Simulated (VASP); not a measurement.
**TlZn: relaxation of cell and atoms with PBE**

TlZn:

```xyz
2
Lattice="3.3520 0.0000 0.0000 -1.6760 2.9029 0.0000 0.0000 0.0000 4.9833" Properties=species:S:1:pos:R:3 pbc="T T T"
Zn    0.0000    1.9353    2.4916
Tl    0.0000    0.0000    0.0000
```

* Program: VASP 6.6.1
* Task: relaxation of cell and atoms
* Functional: PBE
* Potentials or basis: VASP PAW PBE potentials, release 64 (Zn, Tl_d)
* Cutoff: 600 eV
* k mesh: 18 × 18 × 12
* Occupations: gaussian, width 0.1 eV
* Spin: no spin polarisation
* Dipole correction: no
* Further INCAR settings: ALGO = Fast; EDIFF = 1e-06; IBRION = 2; EDIFFG = -0.01; NSW = 100; ISIF = 3

- Relaxed volume: 24.89 Å³/atom
- Relaxed cell: a = 3.557 Å, b = 3.557 Å, c = 4.543 Å, α = 90.00°, β = 90.00°, γ = 120.00°
- Space group after relaxing (to 0.05 Å): P-6m2 (No. 187)
- Energy gained by relaxing: 15.9 meV/atom
- Ionic steps: 13
- Pressure after relaxing: 0.0 GPa

The path:
```csv
step,energy change (eV),largest force (eV/Å),pressure (GPa),volume (Å³)
1,0.0000,0.0000,0.58,48.49
2,-0.0049,0.0000,0.08,49.10
3,-0.0070,0.0000,-0.20,49.52
4,-0.0090,0.0000,-0.64,50.37
5,-0.0135,0.0000,-0.32,50.12
6,-0.0261,0.0000,0.21,49.31
7,-0.0148,0.0000,1.73,47.42
8,-0.0291,0.0000,0.71,48.59
9,-0.0298,0.0000,0.51,48.82
10,-0.0304,0.0000,0.46,49.55
11,-0.0311,0.0000,0.42,49.22
12,-0.0317,0.0000,-0.14,50.07
13,-0.0319,0.0000,0.02,49.79
```

Final structure:
```yaml
crystal:
  lattice:
    - [3.55715, 0.00000, 0.00000]
    - [-1.77858, 3.08059, 0.00000]
    - [0.00000, 0.00000, 4.54335]
  atoms:
    - { symbol: Zn, position: [0.33333, 0.66667, 0.50000] }
    - { symbol: Tl, position: [0.00000, 0.00000, 0.00000] }
```

Levels at points of the mesh, in eV from the Fermi level:
| k point | band 8 | band 9 | band 10 | band 11 | band 12 | band 13 | band 14 | band 15 | band 16 |
| --- | --- | --- | --- | --- | --- | --- | --- | --- | --- |
| (0.00, 0.00, 0.00) | -7.04 | -7.04 | -6.97 | -6.97 | -1.06 | -0.58 | 6.74 | 6.74 | 9.33 |
| (0.50, 0.00, 0.00) | -7.06 | -6.96 | -6.89 | -5.68 | -3.86 | 2.64 | 2.71 | 3.17 | 3.67 |
| (0.00, 0.00, 0.50) | -7.02 | -7.02 | -6.98 | -6.98 | -6.09 | 8.06 | 8.30 | 8.30 | 8.38 |
| (0.50, 0.00, 0.50) | -7.03 | -6.96 | -6.89 | -4.59 | -2.36 | -2.09 | -0.95 | 5.18 | 6.08 |

Run time: 19 min on 1 thread of AMD EPYC 9R45 96-Core Processor (Zen 5), on a shared host, peak memory 0.38 GiB.

Caveat: spin-orbit coupling is left out, which moves the levels of the heavy elements.
